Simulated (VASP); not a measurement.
Set up this calculation in VASP 6.6.1, as the native input.

```yaml
Task: single point
Functional: LDA
Potentials_or_basis: VASP PAW LDA potentials, release 64 (Li_sv)
Cutoff: 520 eV
k_mesh: 18 × 18 × 18
Occupations: gaussian, width 0.15 eV
Spin: no spin polarisation
Dipole_correction: no
Further_INCAR_settings: ALGO = Normal; EDIFF = 1e-06; NBANDS = 8
```

The structure of Li lies in POSCAR:

```
Li
1.0
    0.0000000000      2.2680600000      2.1689700000
    2.2680600000      0.0000000000      2.1689700000
    2.2680600000      2.2680600000      0.0000000000
Li
1
Direct
    0.0000000000      0.0000000000      0.0000000000
```

This cell differs from its parent crystal: strain +0.030 along x and y, -0.015 along z.

One way to write it, as run:

INCAR

```
  ALGO = Normal
  EDIFF = 1E-6
  ENCUT = 520
  GGA = CA
  ISIF = 2
  ISMEAR = 0
  LASPH = T
  LCHARG = F
  LREAL = F
  LWAVE = F
  NBANDS = 8
  NELM = 60
  PREC = Accurate
  SIGMA = 0.15
```

KPOINTS

```
k-points
0
Gamma
  18 18 18
```

Potentials or basis: VASP PAW LDA potentials, release 64 (Li_sv).

The run is started by

```sh
$ cat potpaw_LDA.64/Li_sv/POTCAR > POTCAR
$ mpirun -np 1 vasp_std > vasp.out
```

Results of the run:

| Item | Value |
| --- | --- |
| Band gap on the k mesh | zero (an odd number of electrons rules out a gap without spin polarisation) |

Caveat: the cell differs from its parent crystal (strain +0.030 along x and y, -0.015 along z).

Wall time 21 s on 1 thread of Intel(R) Xeon(R) Platinum 8375C CPU @ 2.90GHz (Ice Lake), with other jobs on the host, peak memory 0.17 GiB.
